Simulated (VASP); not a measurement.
# Hg (Fd-3m) in VASP: a series of runs

Runs on Hg. Level: PBE. Tasks: single point.

All numbers are computed with VASP 6.6.1; they aren't measurements. Logs are shortened: lines on timing, memory, paths and dates and some standing lists are left out, and cuts for length are marked.

### 1 The cell of the first run

Symmetry: Fd-3m, No. 227, cubic system. Conventional cell: a = 7.001 Å, b = 7.001 Å, c = 7.001 Å, α = 90.00°, β = 90.00°, γ = 90.00°. Hg (site symmetry -43m) has 4 Hg at 3.03 Å within 4.0 Å.

### 2 Single point, PBE (42.90 Å³/atom)

INCAR

```
SYSTEM = Hg
PREC = Accurate
ENCUT = 520
EDIFF = 1E-6
ISMEAR = -1
SIGMA = 0.05
LREAL = .False.
LASPH = .True.
NELM = 80
ALGO = Normal
ISIF = 2
LWAVE = .False.
LCHARG = .False.
GGA = PE
NBANDS = 19
```

KPOINTS

```
regular mesh
0
Gamma
  11 11 11
  0 0 0
```

POSCAR

```
Hg
1.0
    0.0000000000      3.5007375682      3.5007375682
    3.5007375682      0.0000000000      3.5007375682
    3.5007375682      3.5007375682      0.0000000000
Hg
2
Direct
   -0.1250000000     -0.1250000000     -0.1250000000
    0.1250000000      0.1250000000      0.1250000000
```

Potentials or basis: VASP PAW PBE potentials, release 64 (Hg).

The run is started by

```sh
cat potpaw_PBE.64/Hg/POTCAR > POTCAR
mpirun -np 1 vasp_std > vasp.out
```

OUTCAR:

```text
SYSTEM = Hg
   PREC = Accurate
   ENCUT = 520
   EDIFF = 1E-6
   ISMEAR = -1
   LREAL = .False.
   LASPH = .True.
   NELM = 80
   ISIF = 2
   GGA = PE

 ion  position               nearest neighbor table
   1  0.875  0.875  0.875-   2 3.03   2 3.03   2 3.03   2 3.03
   2  0.125  0.125  0.125-   1 3.03   1 3.03   1 3.03   1 3.03

  LATTYP: Found a face centered cubic cell.
 ALAT       =     7.0014751364

  Lattice vectors:

 A1 = (   0.0000000000,   3.5007375682,   3.5007375682)
 A2 = (   3.5007375682,   0.0000000000,   3.5007375682)
 A3 = (   3.5007375682,   3.5007375682,   0.0000000000)

Analysis of symmetry for initial positions (statically):
=====================================================================
 Subroutine PRICEL returns:
 Original cell was already a primitive cell.

 Routine SETGRP: Setting up the symmetry group for a
 face centered cubic supercell.

 Subroutine GETGRP returns: Found 48 space group operations
 (whereof 12 operations were pure point group operations)
 out of a pool of 48 trial point group operations.

The static configuration has the point symmetry D_3d.
 The point group associated with its full space group is O_h .

Analysis of symmetry for dynamics (positions and initial velocities):
=====================================================================
 Subroutine PRICEL returns:
 Original cell was already a primitive cell.

 Routine SETGRP: Setting up the symmetry group for a
 face centered cubic supercell.

 Subroutine GETGRP returns: Found 48 space group operations
 (whereof 12 operations were pure point group operations)
 out of a pool of 48 trial point group operations.

The dynamic configuration has the point symmetry D_3d.
 The point group associated with its full space group is O_h .

 Subroutine INISYM returns: Found 48 space group operations
 (whereof 12 operations are pure point group operations),
 and found     1 'primitive' translations

----------------------------------------------------------------------------------------

                                     Primitive cell

  volume of cell :      85.8042

  direct lattice vectors                    reciprocal lattice vectors
     0.000000000  3.500737568  3.500737568    -0.142827044  0.142827044  0.142827044
     3.500737568  0.000000000  3.500737568     0.142827044 -0.142827044  0.142827044
     3.500737568  3.500737568  0.000000000     0.142827044  0.142827044 -0.142827044

  length of vectors
     4.950790547  4.950790547  4.950790547     0.247383698  0.247383698  0.247383698

  position of ions in fractional coordinates (direct lattice)
     0.875000000  0.875000000  0.875000000
     0.125000000  0.125000000  0.125000000

  ion indices of the primitive-cell ions
   primitive index   ion index
                 1           1
                 2           2

----------------------------------------------------------------------------------------

 KPOINTS: regular mesh

Automatic generation of k-mesh.
 Grid dimensions read from file:
 generate k-points for:   11   11   11

 Generating k-lattice:

  Cartesian coordinates                     Fractional coordinates (reciprocal lattice)
    -0.012984277  0.012984277  0.012984277     0.090909091  0.000000000  0.000000000
     0.012984277 -0.012984277  0.012984277     0.000000000  0.090909091  0.000000000
     0.012984277  0.012984277 -0.012984277     0.000000000  0.000000000  0.090909091

  Length of vectors
     0.022489427  0.022489427  0.022489427

  Shift w.r.t. Gamma in fractional coordinates (k-lattice)
     0.000000000  0.000000000  0.000000000

 Subroutine IBZKPT returns following result:
 ===========================================

 Found     56 irreducible k-points:

 Following reciprocal coordinates:
            Coordinates               Weight
  0.000000  0.000000  0.000000      1.000000
  0.090909  0.000000  0.000000      8.000000
  0.181818  0.000000  0.000000      8.000000
  0.272727  0.000000  0.000000      8.000000
  0.363636  0.000000  0.000000      8.000000
  0.454545  0.000000  0.000000      8.000000
[... 16 lines left out ...]
 -0.272727  0.181818  0.000000     24.000000
 -0.181818  0.181818  0.000000     12.000000
 [... further k-points ...]
   k-points           NKPTS =     56   k-points in BZ     NKDIM =     56   number of bands    NBANDS=     19
   number of dos      NEDOS =    301   number of ions     NIONS =      2
   total plane-waves  NPLWV =  64000
   dimension x,y,z NGX =    40 NGY =   40 NGZ =   40
   dimension x,y,z NGXF=    80 NGYF=   80 NGZF=   80
   ions per type =               2
   NGX,Y,Z   is equivalent  to a cutoff of  13.43, 13.43, 13.43 a.u.
   NGXF,Y,Z  is equivalent  to a cutoff of  26.86, 26.86, 26.86 a.u.
 SYSTEM =  Hg
   PREC   = accura    normal or accurate (medium, high low for compatibility)
   ISTART =      0    job   : 0-new  1-cont  2-samecut
   ICHARG =      2    charge: 1-file 2-atom 10-const
   ISPIN  =      1    spin polarized calculation?
   LNONCOLLINEAR =      F non collinear calculations
   LSORBIT =      F    spin-orbit coupling
   LASPH  =      T    aspherical Exc in radial PAW
   ENCUT  =  520.0 eV  38.22 Ry    6.18 a.u.   9.21  9.21  9.21*2*pi/ulx,y,z
   NELM   =     80;   NELMIN=  2; NELMDL= -5     # of ELM steps
   EDIFF  = 0.1E-05   stopping-criterion for ELM
   LREAL  =      F    real-space projection
   EDIFFG = 0.1E-04   stopping-criterion for IOM
   NSW    =      0    number of steps for IOM
   IBRION =     -1    ionic relax: 0-MD 1-quasi-New 2-CG
   NFREE  =      0    steps in history (QN), initial steepest desc. (CG)
   ISIF   =      2    stress and relaxation
   ISYM   =      2    0-nonsym 1-usesym 2-fastsym
   POTIM  = 0.5000    time-step for ionic-motion
   TEBEG  =    0.0;   TEEND  =   0.0 temperature during run
   PSTRESS=    0.0 pullay stress
   NELECT =      24.0000    total number of electrons
   NUPDOWN=      -1.0000    fix difference up-down
   EMIN   =  10.00;   EMAX   =-10.00  energy-range for DOS
   EFERMI =   0.00;   METHOD = LEGACY
   ISMEAR =    -1;   SIGMA  =   0.05  broadening in eV -4-tet -1-fermi 0-gaus
   EFERMI_NEDOS =   21; number of points for ismear=-14 and -15
   IALGO  =     38    algorithm
   IMIX   =      4    mixing-type and parameters
     AMIX     =   0.40;   BMIX     =  1.00
     AMIX_MAG =   1.60;   BMIX_MAG =  1.00
  volume/ion in A,a.u.               =      42.90       289.52
  Fermi-wavevector in a.u.,A,eV,Ry     =   1.070637  2.023211 15.595871  1.146264
  Thomas-Fermi vector in A             =   2.206353
   LORBIT       =      0    0 simple, 1 ext, 2 COOP (PROOUT), +10 PAW based schemes
   GGA     = PE    functional components
   LHFCALC =     F    Hartree Fock is set to
   AEXX    =    0.0000 exact exchange contribution
   IVDW    =     0    specifies the selected vdW correction
   LEPSILON=     F    determine dielectric tensor
   LRPA    =     F    only Hartree local field effects (RPA)
 non-spin polarized calculation
  energy-cutoff  :      520.00
  volume of cell :       85.80
 maximum number of plane-waves:      2325
 NGX is ok and might be reduce to    40
   NGX = 19   NGY = 19   NGZ = 19

 number of electron      24.0000002 magnetization

 Free energy of the ion-electron system (eV)
  ---------------------------------------------------
  ext. energy  EPLUGINS =         0.00000000
  ---------------------------------------------------
  free energy    TOTEN  =        -0.17165092 eV

  energy without entropy =       -0.16374972  energy(sigma->0) =       -0.16770032

 E-fermi :   0.2500     XC(G=0):  -7.5121

 val. band max:        0.2071267052   @ k =  -0.2727   0.3636   0.0909
 cond. band min:       0.2569231236   @ k =  -0.3636   0.2727   0.0000
 fundamental gap:      0.0497964183
 Fermi energy:         0.2500481639

 k-point     1 :       0.0000    0.0000    0.0000
  band No.  band energies     occupation
      1      -7.2182      2.00000
      2      -7.2182      2.00000
      3      -7.2182      2.00000
      4      -7.1642      2.00000
      5      -7.1642      2.00000
      6      -6.7743      2.00000
[... 11 lines left out ...]
     18       5.6786      0.00000
     19       6.3097      0.00000

 k-point     2 :       0.0909    0.0000    0.0000
  band No.  band energies     occupation
      1      -7.2474      2.00000
      2      -7.2474      2.00000
      3      -7.2197      2.00000
      4      -7.1255      2.00000
      5      -7.1255      2.00000
      6      -6.7730      2.00000
[... 11 lines left out ...]
     18       5.9367      0.00000
     19       7.1713      0.00000

 k-point     3 :       0.1818    0.0000    0.0000
  band No.  band energies     occupation
      1      -7.2776      2.00000
      2      -7.2776      2.00000
      3      -7.2239      2.00000
      4      -7.0722      2.00000
      5      -7.0722      2.00000
      6      -6.7837      2.00000
[... 11 lines left out ...]
     18       6.4494      0.00000
     19       7.9656      0.00000

 k-point     4 :       0.2727    0.0000    0.0000
  band No.  band energies     occupation
      1      -7.2912      2.00000
      2      -7.2912      2.00000
      3      -7.2298      2.00000
      4      -7.0352      2.00000
      5      -7.0352      2.00000
      6      -6.8110      2.00000
[... 11 lines left out ...]
     18       7.4270      0.00000
     19       7.7074      0.00000

 k-point     5 :       0.3636    0.0000    0.0000
  band No.  band energies     occupation
      1      -7.2910      2.00000
      2      -7.2910      2.00000
      3      -7.2352      2.00000
      4      -7.0220      2.00000
      5      -7.0220      2.00000
      6      -6.8407      2.00000
[... 11 lines left out ...]
     18       7.3294      0.00000
     19       8.7179      0.00000

 k-point     6 :       0.4545    0.0000    0.0000
  band No.  band energies     occupation
      1      -7.2862      2.00000
      2      -7.2862      2.00000
      3      -7.2384      2.00000
      4      -7.0228      2.00000
      5      -7.0228      2.00000
      6      -6.8593      2.00000
[... 11 lines left out ...]
     18       7.1562      0.00000
     19      10.1146      0.00000

 k-point     7 :       0.0909    0.0909    0.0000
  band No.  band energies     occupation
      1      -7.2717      2.00000
      2      -7.2254      2.00000
      3      -7.2254      2.00000
      4      -7.1440      2.00000
      5      -7.0913      2.00000
      6      -6.7762      2.00000
[... 11 lines left out ...]
     18       6.3834      0.00000
     19       7.2063      0.00000

 k-point     8 :       0.1818    0.0909    0.0000
  band No.  band energies     occupation
      1      -7.3007      2.00000
      2      -7.2460      2.00000
      3      -7.2311      2.00000
      4      -7.1038      2.00000
      5      -7.0373      2.00000
      6      -6.7911      2.00000
[... 256 lines left out ...]
 k-point    20 :       0.4545    0.1818    0.0000
  band No.  band energies     occupation
      1      -7.3605      2.00000
      2      -7.2883      2.00000
      3      -7.2225      2.00000
      4      -6.9597      2.00000
      5      -6.9270      2.00000
      6      -6.8802      2.00000
[... 11 lines left out ...]
     18       7.8423      0.00000
     19       9.4299      0.00000

 k-point    21 :      -0.4545    0.1818    0.0000
  band No.  band energies     occupation
      1      -7.3645      2.00000
      2      -7.3068      2.00000
      3      -7.1931      2.00000
      4      -6.9463      2.00000
      5      -6.9242      2.00000
      6      -6.8972      2.00000
[... 11 lines left out ...]
     18       8.2229      0.00000
     19       9.6109      0.00000

 k-point    22 :      -0.3636    0.1818    0.0000
  band No.  band energies     occupation
      1      -7.3540      2.00000
      2      -7.3254      2.00000
      3      -7.1730      2.00000
      4      -6.9916      2.00000
      5      -6.8972      2.00000
      6      -6.8851      2.00000
[... 11 lines left out ...]
     18       8.4526      0.00000
     19       9.3644      0.00000

 k-point    23 :      -0.2727    0.1818    0.0000
  band No.  band energies     occupation
      1      -7.3368      2.00000
      2      -7.3278      2.00000
      3      -7.1783      2.00000
      4      -7.0311      2.00000
      5      -6.9009      2.00000
      6      -6.8571      2.00000
[... 11 lines left out ...]
     18       7.3984      0.00000
     19       9.1429      0.00000

 k-point    24 :      -0.1818    0.1818    0.0000
  band No.  band energies     occupation
      1      -7.3336      2.00000
      2      -7.2914      2.00000
      3      -7.2055      2.00000
      4      -7.0560      2.00000
      5      -6.9461      2.00000
      6      -6.8268      2.00000
[... 11 lines left out ...]
     18       6.9071      0.00000
     19       8.8277      0.00000

 [... further k-points ...]

------------------------ aborting loop because EDIFF is reached ----------------------------------------

  FORCE on cell =-STRESS in cart. coord.  units (eV):
  Direction    XX          YY          ZZ          XY          YZ          ZX
  --------------------------------------------------------------------------------------
  -------------------------------------------------------------------------------------
  Total        0.2954867      0.2954867      0.2954867     -0.0000000     -0.0000000     -0.0000000
  in kB        5.5174684      5.5174684      5.5174684     -0.0000000     -0.0000000     -0.0000000
  external PRESSURE =       5.5174684 kB  Pullay stress =       0.0000000 kB

 VOLUME and BASIS-vectors are now :
 -----------------------------------------------------------------------------
  energy-cutoff  :      520.00
  volume of cell :       85.80
      direct lattice vectors                 reciprocal lattice vectors
     0.000000000  3.500737568  3.500737568    -0.142827044  0.142827044  0.142827044
     3.500737568  0.000000000  3.500737568     0.142827044 -0.142827044  0.142827044
     3.500737568  3.500737568  0.000000000     0.142827044  0.142827044 -0.142827044

 POSITION                                       TOTAL-FORCE (eV/Angst)
 -----------------------------------------------------------------------------------
      6.12629      6.12629      6.12629        -0.000000      0.000000     -0.000000
      0.87518      0.87518      0.87518         0.000000     -0.000000      0.000000
 -----------------------------------------------------------------------------------
    total drift:                                0.000000      0.000000     -0.000000

  FREE ENERGIE OF THE ION-ELECTRON SYSTEM (eV)
  ---------------------------------------------------
  free  energy   TOTEN  =        -0.1716509248 eV

  energy  without entropy=       -0.1637497233  energy(sigma->0) =       -0.16770032
```

Run time: 30 s. Hardware: 1 thread of Intel Xeon 6975P-C (Granite Rapids), shared host; peak memory 0.27 GiB.

Results:

| Item | Value |
| --- | --- |
| Free energy | -0.1717 eV |
| Pressure | 0.6 GPa |
| Band gap on the k mesh | zero (bands 12 and 13 overlap by 1.60 eV) |

Caveat: spin-orbit coupling is left out, which moves the levels of the heavy elements.

### 3 Single point, PBE (47.42 Å³/atom)

This run uses another cell than the first one, of 47.42 Å³/atom.

INCAR

```
SYSTEM = Hg
  ALGO = Normal
  EDIFF = 1E-6
  ENCUT = 520
  GGA = PE
  ISIF = 2
  ISMEAR = -1
  LASPH = .True.
  LCHARG = .False.
  LREAL = .False.
  LWAVE = .False.
  NBANDS = 19
  NELM = 80
  PREC = Accurate
  SIGMA = 0.05
```

KPOINTS

```
k-points
0
Gamma
  11 11 11
  0 0 0
```

POSCAR

```
Hg
1.0
    0.0000000000      3.6194961567      3.6194961567
    3.6194961567      0.0000000000      3.6194961567
    3.6194961567      3.6194961567      0.0000000000
Hg
2
Direct
   -0.1250000000     -0.1250000000     -0.1250000000
    0.1250000000      0.1250000000      0.1250000000
```

Potentials or basis: VASP PAW PBE potentials, release 64 (Hg).

The run is started by

```sh
cat potpaw_PBE.64/Hg/POTCAR > POTCAR
mpirun -np 1 vasp_std > vasp.out
```

Wall time 29 s (1 thread of Intel Xeon 6975P-C (Granite Rapids), shared host); peak memory 0.27 GiB.

The run converged. Its results:

```
Free energy            : -0.1949 eV
Pressure               : 0.3 GPa
Band gap on the k mesh : zero (bands 12 and 13 overlap by 0.77 eV)
```

Levels at points of the mesh, in eV from the Fermi level:
| k point | band 10 | band 11 | band 12 | band 13 | band 14 | band 15 |
| --- | --- | --- | --- | --- | --- | --- |
| (0.00, 0.00, 0.00) | -6.48 | -6.48 | 0.79 | 3.69 | 3.69 | 3.69 |

Caveat: spin-orbit coupling is left out, which moves the levels of the heavy elements.
